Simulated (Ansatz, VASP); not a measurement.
SnO2: VASP beside Ansatz

```
Sn O
1.0
     1.61709    0.93363    4.80059
    -1.61709    0.93363    4.80059
     0.00000   -1.86726    4.80059
Sn O
1 2
Direct
  0.51695 0.49711 0.49932
  0.78022 0.76876 0.74554
  0.22897 0.25438 0.23296
```

Change from the starting cell: atoms moved at random, drawn with an rms of 0.05 Å.

Alike in both runs: task single point; functional PBE; k mesh 10 × 10 × 10; occupations fermi-dirac, width 0.05 eV; no spin polarisation.

```csv
,VASP,Ansatz
version,VASP 6.6.1,Ansatz 0.2.0
potentials or method,"VASP PAW PBE potentials, release 64 (Sn_d, O), cutoff 520 eV","all-electron LAPW, scalar-relativistic"
```

VASP gave:

```
gap on the k mesh at the Fermi level (eV)                     : 1.89
least direct gap on the mesh (eV)                             : 2.03
pressure (GPa)                                                : 0.6
traceless stress, the component that is largest in VASP (GPa) : 2.43
rms of the force components (eV/Å)                            : 0.465
```

Which values does Ansatz return?

gap on the k mesh at the Fermi level (eV): 1.92; least direct gap on the mesh (eV): 2.06; pressure (GPa): 0.1; traceless stress, the component that is largest in VASP (GPa): 2.39; rms of the force components (eV/Å): 0.458.

Atom by atom the forces differ by 0.027 eV/Å (rms over components). Ansatz ran all-electron here, and VASP with PAW potentials.
